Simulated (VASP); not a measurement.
# P (P6_422) in VASP: relaxation of cell and atoms with PBE

Aim: the relaxation of cell and atoms of P with PBE.

All numbers are computed with VASP 6.6.1; they aren't measurements. Logs are shortened: lines on timing, memory, paths and dates and some standing lists are left out, and cuts for length are marked.

## (1) The cell of the first run

The structure is hexagonal, space group P6_422 (No. 181). The conventional cell has a = 5.113 Å, b = 5.113 Å, c = 5.339 Å, α = 90.00°, β = 90.00°, γ = 120.00°. Within 3.2 Å of P (site symmetry 2) lie 6 P at 2.15 to 3.12 Å.

The cell was generated, and may not be a known phase.

## (2) Relaxation of cell and atoms, PBE

Contents of INCAR:

```
ALGO     = Normal         # electronic algorithm
EDIFF    = 1E-6           # SCF threshold, eV
EDIFFG   = -0.01          # ionic threshold
ENCUT    = 600            # plane-wave cutoff, eV
GGA      = PE             # functional
IBRION   = 2              # ionic algorithm
ISIF     = 3              # what is computed and relaxed
ISMEAR   = 0              # smearing method
LASPH    = True           # aspherical terms in the spheres
LCHARG   = False          # write CHGCAR
LREAL    = False          # projectors in reciprocal space
LWAVE    = False          # write WAVECAR
NELM     = 100            # most SCF steps
NSW      = 100            # ionic steps
PREC     = Accurate       # precision mode
SIGMA    = 0.1            # smearing width, eV
```

Contents of KPOINTS:

```
k-points
0
Gamma
  12 12 8
```

Contents of POSCAR:

```
P
1.0
    5.1128723744      0.0000000000      0.0000000000
   -2.5564361872      4.4278773625      0.0000000000
    0.0000000000      0.0000000000      5.3387981444
P
6
Direct
    0.2893327358      0.0000000000      0.5000000000
    0.0000000000      0.2893327358      0.8333333333
    0.7106672642      0.7106672642      0.1666666667
    0.7106672642      0.0000000000      0.5000000000
    0.0000000000      0.7106672642      0.8333333333
    0.2893327358      0.2893327358      0.1666666667
```

Potentials or basis: VASP PAW PBE potentials, release 64 (P).

On the command line:

```bash
> cat potpaw_PBE.64/P/POTCAR > POTCAR
> mpirun -np 1 vasp_std > vasp.out
```

OUTCAR:

```text
EDIFF = 1E-6
   EDIFFG = -0.01
   ENCUT = 600
   GGA = PE
   IBRION = 2
   ISIF = 3
   ISMEAR = 0
   LASPH = True
   LREAL = False
   NELM = 100
   NSW = 100
   PREC = Accurate

 ion  position               nearest neighbor table
   1  0.289  0.000  0.500-   4 2.15   5 2.31   6 2.31   4 2.96
   2  0.000  0.289  0.833-   5 2.15   4 2.31   6 2.31   5 2.96
   3  0.711  0.711  0.167-   6 2.15   4 2.31   5 2.31   6 2.96
   4  0.711  0.000  0.500-   1 2.15   2 2.31   3 2.31   1 2.96
   5  0.000  0.711  0.833-   2 2.15   1 2.31   3 2.31   2 2.96
   6  0.289  0.289  0.167-   3 2.15   1 2.31   2 2.31   3 2.96

  LATTYP: Found a hexagonal cell.
 ALAT       =     5.1128723744
 C/A-ratio  =     1.0441876412

  Lattice vectors:

 A1 = (   5.1128723744,   0.0000000000,   0.0000000000)
 A2 = (  -2.5564361872,   4.4278773625,   0.0000000000)
 A3 = (   0.0000000000,   0.0000000000,   5.3387981444)

Analysis of symmetry for initial positions (statically):
=====================================================================
 Subroutine PRICEL returns:
 Original cell was already a primitive cell.

 Routine SETGRP: Setting up the symmetry group for a
 hexagonal supercell.

 Subroutine GETGRP returns: Found 12 space group operations
 (whereof  4 operations were pure point group operations)
 out of a pool of 24 trial point group operations.

The static configuration has the point symmetry D_2 .
 The point group associated with its full space group is D_6 .

Analysis of symmetry for dynamics (positions and initial velocities):
=====================================================================
 Subroutine PRICEL returns:
 Original cell was already a primitive cell.

 Routine SETGRP: Setting up the symmetry group for a
 hexagonal supercell.

 Subroutine GETGRP returns: Found 12 space group operations
 (whereof  4 operations were pure point group operations)
 out of a pool of 24 trial point group operations.

The dynamic configuration has the point symmetry D_2 .
 The point group associated with its full space group is D_6 .

 Subroutine INISYM returns: Found 12 space group operations
 (whereof  4 operations are pure point group operations),
 and found     1 'primitive' translations

----------------------------------------------------------------------------------------

                                     Primitive cell

  volume of cell :     120.8660

  direct lattice vectors                    reciprocal lattice vectors
     5.112872374  0.000000000  0.000000000     0.195584776  0.112920923  0.000000000
    -2.556436187  4.427877363  0.000000000     0.000000000  0.225841847  0.000000000
     0.000000000  0.000000000  5.338798144     0.000000000  0.000000000  0.187308074

  length of vectors
     5.112872374  5.112872374  5.338798144     0.225841847  0.225841847  0.187308074

  position of ions in fractional coordinates (direct lattice)
     0.289332736  0.000000000  0.500000000
     1.000000000  0.289332736  0.833333333
     0.710667264  0.710667264  0.166666667
     0.710667264  0.000000000  0.500000000
     1.000000000  0.710667264  0.833333333
     0.289332736  0.289332736  0.166666667

  ion indices of the primitive-cell ions
   primitive index   ion index
                 1           1
                 2           2
                 3           3
                 4           4
                 5           5
                 6           6

----------------------------------------------------------------------------------------

 KPOINTS: k-points

Automatic generation of k-mesh.
 Grid dimensions read from file:
 generate k-points for:   12   12    8

 Generating k-lattice:

  Cartesian coordinates                     Fractional coordinates (reciprocal lattice)
     0.016298731  0.009410077  0.000000000     0.083333333 -0.000000000  0.000000000
     0.000000000  0.018820154  0.000000000     0.000000000  0.083333333  0.000000000
     0.000000000  0.000000000  0.023413509     0.000000000  0.000000000  0.125000000

  Length of vectors
     0.018820154  0.018820154  0.023413509

  Shift w.r.t. Gamma in fractional coordinates (k-lattice)
     0.000000000  0.000000000  0.000000000

 Subroutine IBZKPT returns following result:
 ===========================================

 Found     95 irreducible k-points:

 Following reciprocal coordinates:
            Coordinates               Weight
  0.000000  0.000000  0.000000      1.000000
  0.083333  0.000000  0.000000      6.000000
  0.166667  0.000000  0.000000      6.000000
  0.250000  0.000000  0.000000      6.000000
  0.333333  0.000000  0.000000      6.000000
  0.416667  0.000000  0.000000      6.000000
[... 16 lines left out ...]
  0.250000  0.000000  0.125000     12.000000
  0.333333  0.000000  0.125000     12.000000
 [... further k-points ...]
   k-points           NKPTS =     95   k-points in BZ     NKDIM =     95   number of bands    NBANDS=     19
   number of dos      NEDOS =    301   number of ions     NIONS =      6
   total plane-waves  NPLWV =  84672
   dimension x,y,z NGX =    42 NGY =   42 NGZ =   48
   dimension x,y,z NGXF=    84 NGYF=   84 NGZF=   96
   ions per type =               6
   NGX,Y,Z   is equivalent  to a cutoff of  13.66, 13.66, 14.95 a.u.
   NGXF,Y,Z  is equivalent  to a cutoff of  27.31, 27.31, 29.89 a.u.
 SYSTEM =  unknown system
   PREC   = accura    normal or accurate (medium, high low for compatibility)
   ISTART =      0    job   : 0-new  1-cont  2-samecut
   ICHARG =      2    charge: 1-file 2-atom 10-const
   ISPIN  =      1    spin polarized calculation?
   LNONCOLLINEAR =      F non collinear calculations
   LSORBIT =      F    spin-orbit coupling
   LASPH  =      T    aspherical Exc in radial PAW
   ENCUT  =  600.0 eV  44.10 Ry    6.64 a.u.  10.21 10.21 10.66*2*pi/ulx,y,z
   NELM   =    100;   NELMIN=  2; NELMDL= -5     # of ELM steps
   EDIFF  = 0.1E-05   stopping-criterion for ELM
   LREAL  =      F    real-space projection
   EDIFFG = -.1E-01   stopping-criterion for IOM
   NSW    =    100    number of steps for IOM
   IBRION =      2    ionic relax: 0-MD 1-quasi-New 2-CG
   NFREE  =      1    steps in history (QN), initial steepest desc. (CG)
   ISIF   =      3    stress and relaxation
   ISYM   =      2    0-nonsym 1-usesym 2-fastsym
   POTIM  = 0.5000    time-step for ionic-motion
   TEBEG  =    0.0;   TEEND  =   0.0 temperature during run
   PSTRESS=    0.0 pullay stress
   NELECT =      30.0000    total number of electrons
   NUPDOWN=      -1.0000    fix difference up-down
   EMIN   =  10.00;   EMAX   =-10.00  energy-range for DOS
   EFERMI =   0.00;   METHOD = LEGACY
   ISMEAR =     0;   SIGMA  =   0.10  broadening in eV -4-tet -1-fermi 0-gaus
   EFERMI_NEDOS =   21; number of points for ismear=-14 and -15
   IALGO  =     38    algorithm
   IMIX   =      4    mixing-type and parameters
     AMIX     =   0.40;   BMIX     =  1.00
     AMIX_MAG =   1.60;   BMIX_MAG =  1.00
  volume/ion in A,a.u.               =      20.14       135.94
  Fermi-wavevector in a.u.,A,eV,Ry     =   1.028839  1.944223 14.401887  1.058509
  Thomas-Fermi vector in A             =   2.162856
   LORBIT       =      0    0 simple, 1 ext, 2 COOP (PROOUT), +10 PAW based schemes
   GGA     = PE    functional components
   LHFCALC =     F    Hartree Fock is set to
   AEXX    =    0.0000 exact exchange contribution
   IVDW    =     0    specifies the selected vdW correction
   LEPSILON=     F    determine dielectric tensor
   LRPA    =     F    only Hartree local field effects (RPA)
 conjugate gradient relaxation of ions
 non-spin polarized calculation
 Gauss-broadening in eV      SIGMA  =   0.10
  energy-cutoff  :      600.00
  volume of cell :      120.87
 maximum number of plane-waves:      4102
 NGX is ok and might be reduce to    42
   NGX = 21   NGY = 21   NGZ = 21

--------------------------------------- Ionic step        1  -------------------------------------------

 number of electron      29.9999998 magnetization

 Free energy of the ion-electron system (eV)
  ---------------------------------------------------
  ext. energy  EPLUGINS =         0.00000000
  ---------------------------------------------------
  free energy    TOTEN  =       -28.63185775 eV

  energy without entropy =      -28.62439710  energy(sigma->0) =      -28.62812742

------------------------ aborting loop because EDIFF is reached ----------------------------------------

  FORCE on cell =-STRESS in cart. coord.  units (eV):
  Direction    XX          YY          ZZ          XY          YZ          ZX
  --------------------------------------------------------------------------------------
  -------------------------------------------------------------------------------------
  Total       -0.3355585     -0.3355585     -0.4752181     -0.0000000      0.0000000      0.0000000
  in kB       -4.4481021     -4.4481021     -6.2994044     -0.0000000      0.0000000      0.0000000
  external PRESSURE =      -5.0652028 kB  Pullay stress =       0.0000000 kB
[... 225 lines left out ...]
  energy  without entropy=      -28.6270761238  energy(sigma->0) =      -28.63068733

--------------------------------------- Ionic step        7  -------------------------------------------

 number of electron      29.9999999 magnetization

 Free energy of the ion-electron system (eV)
  ---------------------------------------------------
  ext. energy  EPLUGINS =         0.00000000
  ---------------------------------------------------
  free energy    TOTEN  =       -28.63434671 eV

  energy without entropy =      -28.62714368  energy(sigma->0) =      -28.63074519

 E-fermi :   5.3443     XC(G=0):  -9.6067

 val. band max:        5.3402671787   @ k =   0.3333   0.0000   0.0000
 cond. band min:       5.3461954154   @ k =   0.1667   0.0000   0.2500
 fundamental gap:      0.0059282366
 Fermi energy:         5.3442877491

 k-point     1 :       0.0000    0.0000    0.0000
  band No.  band energies     occupation
      1      -9.4209      2.00000
      2      -6.0983      2.00000
      3      -6.0983      2.00000
      4      -4.2262      2.00000
      5      -4.2262      2.00000
      6      -1.5242      2.00000
[... 11 lines left out ...]
     18       5.6080      0.00019
     19       8.0048      0.00000
[... 489 lines left out ...]
      3      -6.1814      2.00000
      4      -5.1021      2.00000
      5      -3.4423      2.00000
      6      -1.8960      2.00000
[... 11 lines left out ...]
     18       7.0918      0.00000
     19       7.9176      0.00000

 [... further k-points ...]
[... 5 lines left out ...]
  --------------------------------------------------------------------------------------
  -------------------------------------------------------------------------------------
  Total       -0.0042104     -0.0042104     -0.0048985      0.0000000      0.0000000      0.0000000
  in kB       -0.0561080     -0.0561080     -0.0652786      0.0000000      0.0000000      0.0000000
  external PRESSURE =      -0.0591649 kB  Pullay stress =       0.0000000 kB
[... 21 lines left out ...]
  FREE ENERGIE OF THE ION-ELECTRON SYSTEM (eV)
  ---------------------------------------------------
  free  energy   TOTEN  =       -28.6343467092 eV

  energy  without entropy=      -28.6271436775  energy(sigma->0) =      -28.63074519

 reached required accuracy - stopping structural energy minimisation
```

Run time: 8.3 min. Hardware: 1 thread of Intel Xeon 6975P-C (Granite Rapids), shared host; peak memory 0.39 GiB.

Results:

* Free energy: -28.6343 eV
* Relaxed volume: 20.04 Å³/atom
* Relaxed cell: a = 5.119 Å, b = 5.119 Å, c = 5.298 Å, α = 90.00°, β = 90.00°, γ = 120.00°
* Space group after relaxing (to 0.1 Å): P6_422 (No. 181)
* Energy gained by relaxing: 0.4 meV/atom
* Ionic steps: 7
* Pressure after relaxing: 0.0 GPa
* Band gap on the k mesh: zero (bands 15 and 16 overlap by 1.22 eV)

Step by step:
```tsv
step	energy change (eV)	largest force (eV/Å)	pressure (GPa)	volume (Å³)
1	0.0000	0.0652	-0.51	120.87
2	-0.0016	0.0276	0.21	119.76
3	-0.0018	0.0030	0.02	120.04
4	-0.0021	0.0067	0.04	120.01
5	-0.0023	0.0220	0.06	119.95
6	-0.0024	0.0103	0.03	120.10
7	-0.0025	0.0004	-0.01	120.23
```

Final structure:
```xyz
6
Lattice="5.1188 0.0000 0.0000 -2.5594 4.4330 0.0000 0.0000 0.0000 5.2983" Properties=species:S:1:pos:R:3 pbc="T T T"
P    -1.0732    4.4330    2.6491
P    -0.7431    1.2871    4.4152
P     1.8163    3.1459    0.8830
P     1.0732    4.4330    2.6491
P    -1.8163    3.1459    4.4152
P     0.7431    1.2871    0.8830
```
